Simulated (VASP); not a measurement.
# Si (I4/mmm) in VASP: a series of runs

Runs on Si. Level: r2SCAN. Tasks: single point.

Program: VASP 6.6.1. These are calculated values, not measurements. Logs are shortened: lines on timing, memory, paths and dates and some standing lists are left out, and cuts for length are marked.

### 1 The cell of the first run

Symmetry: I4/mmm, No. 139, tetragonal system. The conventional cell has a = 6.651 Å, b = 6.651 Å, c = 3.845 Å, α = 90.00°, β = 90.00°, γ = 90.00°. Si (site symmetry m2m) has 4 Si at 2.34 to 2.38 Å within 3.1 Å.

### 2 Single point, r2SCAN

POSCAR

```
Si
1.0
   -3.3254442900      3.3254442900      1.9223856600
    3.3254442900     -3.3254442900      1.9223856600
    3.3254442900      3.3254442900     -1.9223856600
Si
4
Direct
    0.1788010600      0.1788010600      0.3576021200
    0.8211989400      0.8211989400      0.6423978800
    0.1788010600      0.8211989400      0.0000000000
    0.8211989400      0.1788010600      0.0000000000
```

INCAR.step1

```
SYSTEM = Si
ALGO     = Normal         ! electronic algorithm
EDIFF    = 1E-4           ! SCF threshold, eV
ENCUT    = 520            ! plane-wave cutoff, eV
GGA      = PE             ! functional
ISMEAR   = 0              ! smearing method
LASPH    = .TRUE.         ! aspherical terms in the spheres
LCHARG   = .FALSE.        ! write CHGCAR
LREAL    = .FALSE.        ! projectors in reciprocal space
LWAVE    = .TRUE.         ! write WAVECAR
NBANDS   = 16             ! bands
NELM     = 60             ! most SCF steps
PREC     = Accurate       ! precision mode
SIGMA    = 0.03           ! smearing width, eV
```

INCAR.step2

```
SYSTEM = Si
ALGO     = Normal         ! electronic algorithm
EDIFF    = 1E-6           ! SCF threshold, eV
ENCUT    = 520            ! plane-wave cutoff, eV
ISIF     = 2              ! what is computed and relaxed
ISMEAR   = 0              ! smearing method
ISTART   = 1            
LASPH    = .TRUE.         ! aspherical terms in the spheres
LCHARG   = .TRUE.         ! write CHGCAR
LELF     = .TRUE.         ! ELF
LMIXTAU  = .TRUE.       
LREAL    = .FALSE.        ! projectors in reciprocal space
LVHAR    = .TRUE.       
LWAVE    = .FALSE.        ! write WAVECAR
METAGGA  = R2SCAN         ! meta-GGA
NBANDS   = 16             ! bands
NELM     = 60             ! most SCF steps
PREC     = Accurate       ! precision mode
SIGMA    = 0.03           ! smearing width, eV
```

KPOINTS

```
k-points
0
G
  10 10 10
  0 0 0
```

Potentials or basis: VASP PAW PBE potentials, release 64 (Si).

Command:

```console
cat potpaw_PBE.64/Si/POTCAR > POTCAR
cp INCAR.step1 INCAR
mpirun -np 1 vasp_std > vasp.out
cp INCAR.step2 INCAR
mpirun -np 1 vasp_std > vasp.out
```

OUTCAR:

```text
SYSTEM = Si
   EDIFF = 1E-6
   ENCUT = 520
   ISIF = 2
   ISMEAR = 0
   ISTART = 1
   LASPH = .TRUE.
   LREAL = .FALSE.
   METAGGA = R2SCAN
   NELM = 60
   PREC = Accurate

 ion  position               nearest neighbor table
   1  0.179  0.179  0.358-   2 2.34   2 2.34   3 2.38   4 2.38
   2  0.821  0.821  0.642-   1 2.34   1 2.34   4 2.38   3 2.38
   3  0.179  0.821  0.000-   4 2.34   4 2.34   2 2.38   1 2.38
   4  0.821  0.179  0.000-   3 2.34   3 2.34   2 2.38   1 2.38

  LATTYP: Found a body centered tetragonal cell.
 ALAT       =     6.6508885800
 C/A-ratio  =     0.5780838566

  Lattice vectors:

 A1 = (  -3.3254442900,   3.3254442900,   1.9223856600)
 A2 = (   3.3254442900,  -3.3254442900,   1.9223856600)
 A3 = (   3.3254442900,   3.3254442900,  -1.9223856600)

Analysis of symmetry for initial positions (statically):
=====================================================================
 Subroutine PRICEL returns:
 Original cell was already a primitive cell.

 Routine SETGRP: Setting up the symmetry group for a
 body centered tetragonal supercell.

 Subroutine GETGRP returns: Found 16 space group operations
 (whereof 16 operations were pure point group operations)
 out of a pool of 16 trial point group operations.

The static configuration has the point symmetry D_4h.

Analysis of symmetry for dynamics (positions and initial velocities):
=====================================================================
 Subroutine PRICEL returns:
 Original cell was already a primitive cell.

 Routine SETGRP: Setting up the symmetry group for a
 body centered tetragonal supercell.

 Subroutine GETGRP returns: Found 16 space group operations
 (whereof 16 operations were pure point group operations)
 out of a pool of 16 trial point group operations.

The dynamic configuration has the point symmetry D_4h.

 Subroutine INISYM returns: Found 16 space group operations
 (whereof 16 operations are pure point group operations),
 and found     1 'primitive' translations

----------------------------------------------------------------------------------------

                                     Primitive cell

  volume of cell :      85.0354

  direct lattice vectors                    reciprocal lattice vectors
    -3.325444290  3.325444290  1.922385660     0.000000000  0.150355849  0.260093492
     3.325444290 -3.325444290  1.922385660     0.150355849  0.000000000  0.260093492
[... 91 lines left out ...]
   EDIFFG = 0.1E-04   stopping-criterion for IOM
   NSW    =      0    number of steps for IOM
   IBRION =     -1    ionic relax: 0-MD 1-quasi-New 2-CG
   NFREE  =      0    steps in history (QN), initial steepest desc. (CG)
   ISIF   =      2    stress and relaxation
   ISYM   =      2    0-nonsym 1-usesym 2-fastsym
   POTIM  = 0.5000    time-step for ionic-motion
   TEBEG  =    0.0;   TEEND  =   0.0 temperature during run
   PSTRESS=    0.0 pullay stress
   NELECT =      16.0000    total number of electrons
   NUPDOWN=      -1.0000    fix difference up-down
   EMIN   =  10.00;   EMAX   =-10.00  energy-range for DOS
   EFERMI =   0.00;   METHOD = LEGACY
   ISMEAR =     0;   SIGMA  =   0.03  broadening in eV -4-tet -1-fermi 0-gaus
   EFERMI_NEDOS =   21; number of points for ismear=-14 and -15
   IALGO  =     38    algorithm
   IMIX   =      4    mixing-type and parameters
     AMIX     =   0.40;   BMIX     =  1.00
     AMIX_MAG =   1.60;   BMIX_MAG =  1.00
  volume/ion in A,a.u.               =      21.26       143.46
  Fermi-wavevector in a.u.,A,eV,Ry     =   0.938098  1.772748 11.973506  0.880028
  Thomas-Fermi vector in A             =   2.065276
   LORBIT       =      0    0 simple, 1 ext, 2 COOP (PROOUT), +10 PAW based schemes
   METAGGA = R2SCAN    functional components
   LHFCALC =     F    Hartree Fock is set to
   AEXX    =    0.0000 exact exchange contribution
   IVDW    =     0    specifies the selected vdW correction
   LEPSILON=     F    determine dielectric tensor
   LRPA    =     F    only Hartree local field effects (RPA)
 non-spin polarized calculation
 Gauss-broadening in eV      SIGMA  =   0.03
  energy-cutoff  :      520.00
  volume of cell :       85.04
 maximum number of plane-waves:      2319
 NGX is ok and might be reduce to    40
   NGX = 19   NGY = 19   NGZ = 19

 number of electron      16.0000000 magnetization

 Free energy of the ion-electron system (eV)
  ---------------------------------------------------
  ext. energy  EPLUGINS =         0.00000000
  ---------------------------------------------------
  free energy    TOTEN  =       -34.63017082 eV

  energy without entropy =      -34.63017082  energy(sigma->0) =      -34.63017082

 E-fermi :   5.5035     XC(G=0):  -9.5337

 val. band max:        5.3728657796   @ k =   0.5000   0.5000   0.5000
 cond. band min:       5.8656430502   @ k =  -0.1000  -0.2000   0.1000
 fundamental gap:      0.4927772706
 Fermi energy:         5.5034562554

 k-point     1 :       0.0000    0.0000    0.0000
  band No.  band energies     occupation
      1      -7.2613      2.00000
      2      -2.7965      2.00000
      3      -0.4346      2.00000
      4      -0.4346      2.00000
      5       1.4273      2.00000
      6       3.7818      2.00000
[... 433 lines left out ...]
      3      -2.0518      2.00000
      4       0.1233      2.00000
      5       0.9768      2.00000
      6       2.2505      2.00000
[... 8 lines left out ...]
     15      11.9161      0.00000
     16      12.6970      0.00000

 [... further k-points ...]

------------------------ aborting loop because EDIFF is reached ----------------------------------------

  FORCE on cell =-STRESS in cart. coord.  units (eV):
  Direction    XX          YY          ZZ          XY          YZ          ZX
  --------------------------------------------------------------------------------------
  -------------------------------------------------------------------------------------
  Total       -0.0494632     -0.0494632     -0.1097978      0.0000000      0.0000000      0.0000000
  in kB       -0.9319507     -0.9319507     -2.0687333      0.0000000      0.0000000      0.0000000
  external PRESSURE =      -1.3108783 kB  Pullay stress =       0.0000000 kB

 VOLUME and BASIS-vectors are now :
 -----------------------------------------------------------------------------
  energy-cutoff  :      520.00
  volume of cell :       85.04
      direct lattice vectors                 reciprocal lattice vectors
    -3.325444290  3.325444290  1.922385660     0.000000000  0.150355849  0.260093492
     3.325444290 -3.325444290  1.922385660     0.150355849  0.000000000  0.260093492
     3.325444290  3.325444290 -1.922385660     0.150355849  0.150355849  0.000000000

 POSITION                                       TOTAL-FORCE (eV/Angst)
 -----------------------------------------------------------------------------------
      1.18919      1.18919     -0.00000         0.000447      0.000447     -0.000000
      2.13626      2.13626      1.92239        -0.000447     -0.000447      0.000000
      2.13626     -2.13626      1.92239        -0.000447      0.000447     -0.000000
     -2.13626      2.13626      1.92239         0.000447     -0.000447     -0.000000
 -----------------------------------------------------------------------------------
    total drift:                               -0.000000     -0.000000      0.000000

  FREE ENERGIE OF THE ION-ELECTRON SYSTEM (eV)
  ---------------------------------------------------
  free  energy   TOTEN  =       -34.6301708162 eV

  energy  without entropy=      -34.6301708162  energy(sigma->0) =      -34.63017082
```

OUTCAR.step1:

```text
SYSTEM = Si
   EDIFF = 1E-4
   ENCUT = 520
   GGA = PE
   ISMEAR = 0
   LASPH = .TRUE.
   LREAL = .FALSE.
   NELM = 60
[... 684 lines left out ...]
      2.13626      2.13626      1.92239         0.005833      0.005833      0.000000
      2.13626     -2.13626      1.92239         0.005833     -0.005833     -0.000000
     -2.13626      2.13626      1.92239        -0.005833      0.005833     -0.000000
 -----------------------------------------------------------------------------------
    total drift:                               -0.000000     -0.000000      0.000000

  FREE ENERGIE OF THE ION-ELECTRON SYSTEM (eV)
  ---------------------------------------------------
  free  energy   TOTEN  =       -21.2900610687 eV

  energy  without entropy=      -21.2900610687  energy(sigma->0) =      -21.29006107
```

OSZICAR.step1:

```text
N       E                     dE             d eps       ncg     rms          rms(c)
DAV:   1     0.255089128563E+02    0.25509E+02   -0.58887E+03  3264   0.813E+02
DAV:   2    -0.198476512258E+02   -0.45357E+02   -0.40747E+02  4504   0.117E+02
DAV:   3    -0.216967213067E+02   -0.18491E+01   -0.18339E+01  4400   0.221E+01
DAV:   4    -0.217199425658E+02   -0.23221E-01   -0.23217E-01  4080   0.322E+00
DAV:   5    -0.217204129264E+02   -0.47036E-03   -0.47035E-03  4528   0.433E-01    0.682E+00
DAV:   6    -0.214145378214E+02    0.30588E+00   -0.14631E-01  3832   0.184E+00    0.413E+00
DAV:   7    -0.212857301808E+02    0.12881E+00   -0.26413E-01  4024   0.250E+00    0.359E-01
DAV:   8    -0.212888667786E+02   -0.31366E-02   -0.26155E-02  3848   0.863E-01    0.170E-01
DAV:   9    -0.212898010160E+02   -0.93424E-03   -0.17572E-03  4384   0.235E-01    0.915E-02
DAV:  10    -0.212900104552E+02   -0.20944E-03   -0.29635E-04  4048   0.878E-02    0.366E-02
DAV:  11    -0.212900610687E+02   -0.50614E-04   -0.66406E-05  3296   0.454E-02
   1 F= -.21290061E+02 E0= -.21290061E+02  d E =-.172485E-14
```

Wall time 3.8 min (1 thread of Intel Xeon 6975P-C (Granite Rapids), shared host); peak memory 0.3 GiB.

What came out:

```yaml
Free_energy: -34.6302 eV
Pressure: -0.1 GPa
Band_gap_on_the_k_mesh: 0.49 eV (least direct gap 0.59 eV)
```

Stress tensor (GPa, compression positive):
```
-0.09  0.00  0.00
 0.00 -0.09  0.00
 0.00  0.00 -0.21
```

Levels at points of the mesh, in eV from the valence-band top:
```csv
k point,band 6,band 7,band 8,band 9,band 10,band 11
"(0.00, 0.00, 0.00)",-1.59,-1.59,-0.60,1.57,1.87,1.87
"(0.50, 0.00, 0.00)",-3.62,-2.52,-1.52,1.03,2.68,3.30
"(0.50, 0.50, 0.00)",-2.12,-1.95,-1.73,1.89,2.15,2.18
"(0.50, 0.50, 0.50)",-0.25,0.00,0.00,0.59,3.76,3.82
```

Caveat: the PAW data sets were made with another functional, which shifts forces and pressure a little. A k mesh can miss the band edges.

### 3 Single point, r2SCAN

POSCAR is that of step 2.

INCAR.step1

```
PREC = Accurate ; ENCUT = 520
ISMEAR = 0 ; SIGMA = 0.03
LREAL = F ; LASPH = T
NELM = 60 ; NBANDS = 16
GGA = PE ; ALGO = Normal
EDIFF = 1E-4 ; LWAVE = T
LCHARG = F
```

INCAR.step2

```
PREC = Accurate ; ENCUT = 520
EDIFF = 1E-6 ; ISMEAR = 0
SIGMA = 0.03 ; LREAL = F
LASPH = T ; NELM = 60
ALGO = Normal ; ISIF = 2
LWAVE = F ; LCHARG = F
METAGGA = R2SCAN ; LMIXTAU = T
NBANDS = 16 ; ISTART = 1
```

KPOINTS

```
regular mesh
0
Gamma
  12 12 12
```

Potentials or basis: VASP PAW PBE potentials, release 64 (Si).

Command:

```console
cat potpaw_PBE.64/Si/POTCAR > POTCAR
cp INCAR.step1 INCAR
mpirun -np 1 vasp_std > vasp.out
cp INCAR.step2 INCAR
mpirun -np 1 vasp_std > vasp.out
```

Run time: 6.5 min. Hardware: 1 thread of Intel Xeon 6975P-C (Granite Rapids), shared host; peak memory 0.34 GiB.

The run converged. Its results:

```
Free energy            : -34.6304 eV
Pressure               : -0.1 GPa
Band gap on the k mesh : 0.41 eV (least direct gap 0.59 eV)
```

Stress tensor (GPa, compression positive):
```
-0.09  0.00  0.00
 0.00 -0.09  0.00
 0.00  0.00 -0.21
```

Levels at points of the mesh, in eV from the valence-band top:
```
           k point  band 4  band 5  band 6  band 7  band 8  band 9  band 10  band 11  band 12  band 13
(0.00, 0.00, 0.00)   -5.81   -3.95   -1.59   -1.59   -0.60    1.57     1.87     1.87     2.53     2.53
(0.50, 0.00, 0.00)   -6.40   -4.57   -3.62   -2.52   -1.52    1.03     2.68     3.30     3.77     4.52
(0.50, 0.50, 0.00)   -5.12   -2.99   -2.12   -1.95   -1.73    1.89     2.15     2.18     4.35     4.63
(0.50, 0.50, 0.50)   -5.24   -3.11   -0.25    0.00    0.00    0.59     3.76     3.82     4.29     4.78
```

Caveat: the PAW data sets were made with another functional, which shifts forces and pressure a little. A k mesh can miss the band edges.
